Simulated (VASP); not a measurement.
# Al9O in VASP: further runs

The runs below take Al9O through single point, relaxation of the atoms, with PBE.

Program: VASP 6.6.1. These are calculated values, not measurements. Logs are shortened: lines on timing, memory, paths and dates and some standing lists are left out, and cuts for length are marked.

### Step 1. The cell of the first run

The cell holds a slab with vacuum, 10 atoms: a = 2.854 Å, b = 2.854 Å, c = 34.261 Å, α = 90.00°, β = 90.00°, γ = 120.00°.

### Step 2. Single point, PBE

INCAR

```
  ALGO = Normal
  DIPOL = 0.5 0.5 0.420
  EDIFF = 1E-6
  ENCUT = 520
  GGA = PE
  IDIPOL = 3
  ISIF = 2
  ISMEAR = 0
  LASPH = True
  LCHARG = True
  LDIPOL = True
  LELF = True
  LREAL = False
  LVACPOTAV = True
  LVHAR = True
  LWAVE = False
  NBANDS = 28
  NELM = 100
  PREC = Accurate
  SIGMA = 0.1
```

KPOINTS

```
k-points
0
Gamma
  9 9 1
```

POSCAR

```
Al9O
1.0
    2.8535431555      0.0000000000      0.0000000000
   -1.4267715777      2.4712408634      0.0000000000
    0.0000000000      0.0000000000     34.2605579378
Al O
9 1
Direct
    0.3333333333      0.6666666666      0.1167523310
    0.0000000000      0.0000000000      0.1852090283
    0.6666666667      0.3333333334      0.2536657256
    0.0000000000      0.0000000000      0.3221224229
    0.3333333333      0.6666666666      0.3899858424
    0.0000000000      0.0000000000      0.4578168570
    0.6666666667      0.3333333334      0.5268325032
    0.0000000000      0.0000000000      0.5950901729
    0.3333333333      0.6666666666      0.6643370484
    0.3333333333      1.1666666667      0.6907890436
```

Potentials or basis: VASP PAW PBE potentials, release 64 (Al, O).

On the command line:

```
cat potpaw_PBE.64/Al/POTCAR potpaw_PBE.64/O/POTCAR > POTCAR
mpirun -np 1 vasp_std > vasp.out
```

OUTCAR:

```text
EDIFF = 1E-6
   ENCUT = 520
   GGA = PE
   ISIF = 2
   ISMEAR = 0
   LASPH = True
   LREAL = False
   NELM = 100
   PREC = Accurate

 ion  position               nearest neighbor table
   1  0.333  0.667  0.117-   2 2.87   2 2.87   2 2.87
   2  0.000  0.000  0.185-   1 2.87   3 2.87   3 2.87   1 2.87   3 2.87   1 2.87
   3  0.667  0.333  0.254-   2 2.87   4 2.87   2 2.87   4 2.87   2 2.87   4 2.87
   4  0.000  0.000  0.322-   5 2.85   5 2.85   5 2.85   3 2.87   3 2.87   3 2.87
   5  0.333  0.667  0.390-   6 2.85   6 2.85   6 2.85   4 2.85   4 2.85   4 2.85
   6  0.000  0.000  0.458-   5 2.85   5 2.85   5 2.85   7 2.88   7 2.88   7 2.88
   7  0.667  0.333  0.527-   8 2.86   8 2.86   8 2.86   6 2.88   6 2.88   6 2.88
   8  0.000  0.000  0.595-   7 2.86   7 2.86   7 2.86   9 2.89   9 2.89   9 2.89
   9  0.333  0.667  0.664-  10 1.69  10 1.69  10 2.63  10 2.63   8 2.89   8 2.89   8 2.89
  10  0.333  0.167  0.691-   9 1.69   9 1.69   9 2.63   9 2.63

  LATTYP: Found a hexagonal cell.
 ALAT       =     2.8535431555
 C/A-ratio  =    12.0063219902

  Lattice vectors:

 A1 = (   2.8535431555,   0.0000000000,   0.0000000000)
 A2 = (  -1.4267715777,   2.4712408634,   0.0000000000)
 A3 = (   0.0000000000,   0.0000000000,  34.2605579378)

Analysis of symmetry for initial positions (statically):
=====================================================================
 Subroutine PRICEL returns:
 Original cell was already a primitive cell.

 Routine SETGRP: Setting up the symmetry group for a
 hexagonal supercell.

 Subroutine GETGRP returns: Found  2 space group operations
 (whereof  2 operations were pure point group operations)
 out of a pool of 24 trial point group operations.

The static configuration has the point symmetry C_1h.

Analysis of symmetry for dynamics (positions and initial velocities):
=====================================================================
 Subroutine PRICEL returns:
 Original cell was already a primitive cell.

 Routine SETGRP: Setting up the symmetry group for a
 hexagonal supercell.

 Subroutine GETGRP returns: Found  2 space group operations
 (whereof  2 operations were pure point group operations)
 out of a pool of 24 trial point group operations.

The dynamic configuration has the point symmetry C_1h.

 Subroutine INISYM returns: Found  2 space group operations
 (whereof  2 operations are pure point group operations),
 and found     1 'primitive' translations

----------------------------------------------------------------------------------------

                                     Primitive cell

  volume of cell :     241.5983

  direct lattice vectors                    reciprocal lattice vectors
     2.853543156  0.000000000  0.000000000     0.350441520  0.202327506  0.000000000
    -1.426771578  2.471240863  0.000000000     0.000000000  0.404655012  0.000000000
     0.000000000  0.000000000 34.260557938     0.000000000  0.000000000  0.029188083

  length of vectors
     2.853543156  2.853543155 34.260557938     0.404655011  0.404655012  0.029188083

  position of ions in fractional coordinates (direct lattice)
     0.333333333  0.666666667  0.116752331
     0.000000000  0.000000000  0.185209028
     0.666666667  0.333333333  0.253665726
     0.000000000  0.000000000  0.322122423
     0.333333333  0.666666667  0.389985842
     0.000000000  0.000000000  0.457816857
     0.666666667  0.333333333  0.526832503
     0.000000000  0.000000000  0.595090173
     0.333333333  0.666666667  0.664337048
     0.333333333  0.166666667  0.690789044

  ion indices of the primitive-cell ions
   primitive index   ion index
                 1           1
                 2           2
                 3           3
                 4           4
                 5           5
                 6           6
                 7           7
                 8           8
                 9           9
                10          10

----------------------------------------------------------------------------------------

 KPOINTS: k-points

Automatic generation of k-mesh.
 Grid dimensions read from file:
 generate k-points for:    9    9    1

 Generating k-lattice:

  Cartesian coordinates                     Fractional coordinates (reciprocal lattice)
     0.038937947  0.022480834  0.000000000     0.111111111  0.000000000  0.000000000
     0.000000000  0.044961668  0.000000000     0.000000000  0.111111111  0.000000000
     0.000000000  0.000000000  0.029188083     0.000000000  0.000000000  1.000000000

  Length of vectors
     0.044961668  0.044961668  0.029188083

  Shift w.r.t. Gamma in fractional coordinates (k-lattice)
     0.000000000  0.000000000  0.000000000

 Subroutine IBZKPT returns following result:
 ===========================================

 Found     25 irreducible k-points:

 Following reciprocal coordinates:
            Coordinates               Weight
  0.000000  0.000000  0.000000      1.000000
  0.111111  0.000000  0.000000      2.000000
  0.000000  0.111111  0.000000      4.000000
  0.222222 -0.000000  0.000000      2.000000
  0.000000  0.222222  0.000000      4.000000
  0.333333 -0.000000  0.000000      2.000000
[... 16 lines left out ...]
 -0.222222 -0.444444  0.000000      4.000000
  0.444444  0.333333  0.000000      4.000000
   k-points           NKPTS =     25   k-points in BZ     NKDIM =     25   number of bands    NBANDS=     28
   number of dos      NEDOS =    301   number of ions     NIONS =     10
   total plane-waves  NPLWV = 147456
   dimension x,y,z NGX =    24 NGY =   24 NGZ =  256
   dimension x,y,z NGXF=    48 NGYF=   48 NGZF=  512
   ions per type =               9   1
   NGX,Y,Z   is equivalent  to a cutoff of  13.98, 13.98, 12.42 a.u.
   NGXF,Y,Z  is equivalent  to a cutoff of  27.96, 27.96, 24.84 a.u.
 SYSTEM =  unknown system
   PREC   = accura    normal or accurate (medium, high low for compatibility)
   ISTART =      0    job   : 0-new  1-cont  2-samecut
   ICHARG =      2    charge: 1-file 2-atom 10-const
   ISPIN  =      1    spin polarized calculation?
   LNONCOLLINEAR =      F non collinear calculations
   LSORBIT =      F    spin-orbit coupling
   LASPH  =      T    aspherical Exc in radial PAW
   ENCUT  =  520.0 eV  38.22 Ry    6.18 a.u.   5.31  5.31 63.70*2*pi/ulx,y,z
   NELM   =    100;   NELMIN=  2; NELMDL= -5     # of ELM steps
   EDIFF  = 0.1E-05   stopping-criterion for ELM
   LREAL  =      F    real-space projection
   EDIFFG = 0.1E-04   stopping-criterion for IOM
   NSW    =      0    number of steps for IOM
   IBRION =     -1    ionic relax: 0-MD 1-quasi-New 2-CG
   NFREE  =      0    steps in history (QN), initial steepest desc. (CG)
   ISIF   =      2    stress and relaxation
   ISYM   =      2    0-nonsym 1-usesym 2-fastsym
   POTIM  = 0.5000    time-step for ionic-motion
   TEBEG  =    0.0;   TEEND  =   0.0 temperature during run
   PSTRESS=    0.0 pullay stress
   NELECT =      33.0000    total number of electrons
   NUPDOWN=      -1.0000    fix difference up-down
   EMIN   =  10.00;   EMAX   =-10.00  energy-range for DOS
   EFERMI =   0.00;   METHOD = LEGACY
   ISMEAR =     0;   SIGMA  =   0.10  broadening in eV -4-tet -1-fermi 0-gaus
   EFERMI_NEDOS =   21; number of points for ismear=-14 and -15
   IALGO  =     38    algorithm
   IMIX   =      4    mixing-type and parameters
     AMIX     =   0.40;   BMIX     =  1.00
     AMIX_MAG =   1.60;   BMIX_MAG =  1.00
  volume/ion in A,a.u.               =      24.16       163.04
  Fermi-wavevector in a.u.,A,eV,Ry     =   0.843105  1.593237  9.671368  0.710825
  Thomas-Fermi vector in A             =   1.957919
   LORBIT       =      0    0 simple, 1 ext, 2 COOP (PROOUT), +10 PAW based schemes
   GGA     = PE    functional components
   LHFCALC =     F    Hartree Fock is set to
   AEXX    =    0.0000 exact exchange contribution
   IVDW    =     0    specifies the selected vdW correction
   LEPSILON=     F    determine dielectric tensor
   LRPA    =     F    only Hartree local field effects (RPA)
 non-spin polarized calculation
 Gauss-broadening in eV      SIGMA  =   0.10
  energy-cutoff  :      520.00
  volume of cell :      241.60
 maximum number of plane-waves:      6547
 NGX is ok and might be reduce to    24
   NGX = 11   NGY = 11   NGZ =127

 dipolmoment           0.000000      0.000000     -0.015427 electrons x Angstroem

 number of electron      33.0000003 magnetization

 dipolmoment           0.000000      0.000000      0.110369 electrons x Angstroem

 Free energy of the ion-electron system (eV)
  ---------------------------------------------------
  ext. energy  EPLUGINS =         0.00000000
  ---------------------------------------------------
  free energy    TOTEN  =       -41.41235883 eV

  energy without entropy =      -41.38701367  energy(sigma->0) =      -41.39968625

 E-fermi :   2.9714     XC(G=0):  -6.9786

 val. band max:        2.9645608222   @ k =  -0.4444   0.3333   0.0000
 cond. band min:       2.9743459623   @ k =  -0.1111   0.4444   0.0000
 fundamental gap:      0.0097851400
 Fermi energy:         2.9713833644

 k-point     1 :       0.0000    0.0000    0.0000
  band No.  band energies     occupation
      1     -16.7960      2.00000
      2      -8.0960      2.00000
      3      -7.8210      2.00000
      4      -7.4375      2.00000
      5      -6.8413      2.00000
      6      -6.0985      2.00000
[... 20 lines left out ...]
     27      13.7443      0.00000
     28      13.7494      0.00000

 k-point     2 :       0.1111    0.0000    0.0000
  band No.  band energies     occupation
      1     -16.6891      2.00000
      2      -7.7974      2.00000
      3      -7.5236      2.00000
      4      -7.1420      2.00000
      5      -6.5483      2.00000
      6      -5.8100      2.00000
[... 674 lines left out ...]
 k-point    24 :       0.4444    0.3333    0.0000
  band No.  band energies     occupation
      1     -15.6641      2.00000
      2      -3.7006      2.00000
      3      -2.5309      2.00000
      4      -2.2946      2.00000
      5      -2.0330      2.00000
      6      -1.7167      2.00000
[... 20 lines left out ...]
     27       5.5050      0.00000
     28       5.7025      0.00000

 [... further k-points ...]
[... 5 lines left out ...]
  --------------------------------------------------------------------------------------
  -------------------------------------------------------------------------------------
  Total        1.5536060      3.4440050      0.6262101     -1.6371335      0.1684140      0.2917017
  in kB       10.3028533     22.8391743      4.1527588    -10.8567725      1.1168501      1.9344412
  external PRESSURE =      12.4315954 kB  Pullay stress =       0.0000000 kB

 VOLUME and BASIS-vectors are now :
 -----------------------------------------------------------------------------
  energy-cutoff  :      520.00
  volume of cell :      241.60
      direct lattice vectors                 reciprocal lattice vectors
     2.853543156  0.000000000  0.000000000     0.350441520  0.202327506  0.000000000
    -1.426771578  2.471240863  0.000000000     0.000000000  0.404655012  0.000000000
     0.000000000  0.000000000 34.260557938     0.000000000  0.000000000  0.029188083

 POSITION                                       TOTAL-FORCE (eV/Angst)
 -----------------------------------------------------------------------------------
      0.00000      1.64749      4.00000         0.002114      0.001221     -0.064180
      0.00000      0.00000      6.34536        -0.003143     -0.001815      0.038013
      1.42677      0.82375      8.69073        -0.000068     -0.000039     -0.049501
      0.00000      0.00000     11.03609         0.000864      0.000499      0.026377
      0.00000      1.64749     13.36113        -0.003102     -0.001791      0.016619
      0.00000      0.00000     15.68506         0.020867      0.012048      0.111336
      1.42677      0.82375     18.04958        -0.002104     -0.001215     -0.143388
      0.00000      0.00000     20.38812        -0.130604     -0.075404      0.029975
      0.00000      1.64749     22.76056         0.016508      0.009531      0.013606
      0.71339      0.41187     23.66682         0.098667      0.056965      0.021142
 -----------------------------------------------------------------------------------
    total drift:                                0.000128      0.000074     -0.001207

  FREE ENERGIE OF THE ION-ELECTRON SYSTEM (eV)
  ---------------------------------------------------
  free  energy   TOTEN  =       -41.4123588331 eV

  energy  without entropy=      -41.3870136663  energy(sigma->0) =      -41.39968625

 vacuum level on the upper side and lower side of the slab         9.877         7.043
```

It took 8.8 min on 1 thread of Intel Xeon Platinum 8488C (Sapphire Rapids), shared host; peak memory 0.42 GiB.

Results:

| Property | Result |
| --- | --- |
| Free energy | -41.4124 eV |
| Largest force | 0.154 eV/Å |
| Band gap on the k mesh | zero (an odd number of electrons rules out a gap without spin polarisation) |

Forces on the atoms (eV/Å):
```
Al   0.002  0.001 -0.064
Al  -0.003 -0.002  0.038
Al   0.000  0.000 -0.050
Al   0.001  0.000  0.026
Al  -0.003 -0.002  0.017
Al   0.021  0.012  0.111
Al  -0.002 -0.001 -0.143
Al  -0.131 -0.075  0.030
Al   0.017  0.010  0.014
O    0.099  0.057  0.021
```

Caveat: an odd number of electrons without spin polarisation forces a metal; a magnetic or distorted state may lie lower.

### Step 3. Single point, PBE

INCAR

```
  PREC = Accurate
  ENCUT = 520
  EDIFF = 1E-7
  ISMEAR = 0
  SIGMA = 0.1
  LREAL = F
  LASPH = T
  NELM = 80
  ALGO = Normal
  ISIF = 2
  LWAVE = F
  LCHARG = F
  LDIPOL = T
  IDIPOL = 3
  DIPOL = 0.5 0.5 0.422
  GGA = PE
  NBANDS = 28
```

KPOINTS

```
Automatic mesh
0
Gamma
  9 9 1
```

POSCAR

```
Al9O
1.0
    2.8535431555      0.0000000000      0.0000000000
   -1.4267715777      2.4712408634      0.0000000000
    0.0000000000      0.0000000000     34.2605579378
Al O
9 1
Direct
    0.3333333333      0.6666666667      0.1167523310
    0.0000000000      0.0000000000      0.1852090283
    0.6666666667      0.3333333333      0.2536657256
    0.0000000000      0.0000000000      0.3221224229
    0.3333333333      0.6666666667      0.3899858424
    0.0000000000      0.0000000000      0.4578168570
    0.6666666667      0.3333333333      0.5268325032
    0.0000000000      0.0000000000      0.5950901729
    0.3333333333      0.6666666667      0.6643370484
    0.5000000000      1.0000000000      0.7050443945
```

Potentials or basis: VASP PAW PBE potentials, release 64 (Al, O).

On the command line:

```
cat potpaw_PBE.64/Al/POTCAR potpaw_PBE.64/O/POTCAR > POTCAR
mpirun -np 1 vasp_std > vasp.out
```

Run time: 9.4 min. Hardware: 1 thread of Intel Xeon Platinum 8488C (Sapphire Rapids), shared host; peak memory 0.43 GiB.

The run converged. Its results:

| Item | Value |
| --- | --- |
| Free energy | -38.9216 eV |
| Largest force | 3.173 eV/Å |
| Band gap on the k mesh | zero (an odd number of electrons rules out a gap without spin polarisation) |

Forces in eV/Å, atoms in the order of the input:
```
Al   0.000  0.001 -0.061
Al   0.000  0.001  0.040
Al   0.000 -0.005 -0.040
Al   0.000  0.003  0.012
Al   0.000  0.009  0.019
Al   0.000  0.000  0.154
Al   0.000  0.013 -0.212
Al   0.000 -0.029  0.270
Al   0.000 -3.161 -0.271
O    0.000  3.168  0.088
```

Levels at points of the mesh, in eV from the Fermi level:
```csv
k point,band 14,band 15,band 16,band 17,band 18,band 19
"(0.00, 0.00, 0.00)",-0.16,0.26,0.35,1.66,3.07,4.15
```

Caveat: an odd number of electrons without spin polarisation forces a metal; a magnetic or distorted state may lie lower.

(Continued in part 2 of 2.)
